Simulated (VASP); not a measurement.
Wanted: the native input for a VASP 6.6.1 run.

```
Task                   : single point
Functional             : PBEsol
Potentials or basis    : VASP PAW PBE potentials, release 64 (Pt)
Cutoff                 : 520 eV
k mesh                 : 18 × 18 × 10
Occupations            : gaussian, width 0.1 eV
Spin                   : no spin polarisation
Dipole correction      : no
Further INCAR settings : ALGO = Fast; EDIFF = 1e-06; NBANDS = 17
```

The structure of Pt lies in POSCAR:

```
Pt
1.0
    2.7890176517      0.0000000000      0.0000000000
   -1.3945088258      2.4153601379      0.0000000000
    0.0000000000      0.0000000000      4.9851132362
Pt
2
Direct
    0.6666666700      0.3333333300      0.7708675300
    0.3333333300      0.6666666700      0.2291324700
```

This cell differs from its parent crystal: strained and its atoms moved.

One way to write it, as run:

INCAR

```
ALGO = Fast ; EDIFF = 1E-6
ENCUT = 520 ; GGA = PS
ISIF = 2 ; ISMEAR = 0
LASPH = True ; LCHARG = False
LREAL = False ; LWAVE = False
NBANDS = 17 ; NELM = 100
PREC = Accurate ; SIGMA = 0.1
```

KPOINTS

```
k-points
0
Gamma
  18 18 10
```

Potentials or basis: VASP PAW PBE potentials, release 64 (Pt).

Command:

```sh
$ cat potpaw_PBE.64/Pt/POTCAR > POTCAR
$ mpirun -np 1 vasp_std > vasp.out
```

Results of the run:

```
Pressure               : -17.7 GPa
Largest force          : 1.159 eV/Å
Band gap on the k mesh : zero (band 10 reaches 9.65 eV, above the bottom of band 11 at 8.65 eV)
```

Caveat: the cell differs from its parent crystal (strained and its atoms moved); the PAW data sets were made with another functional, which shifts forces and pressure a little; spin-orbit coupling is left out, which moves the levels of the heavy elements.

Run time: 63 s on 1 thread of Intel(R) Xeon(R) 6975P-C (Granite Rapids) (shared host), peak memory 0.27 GiB.
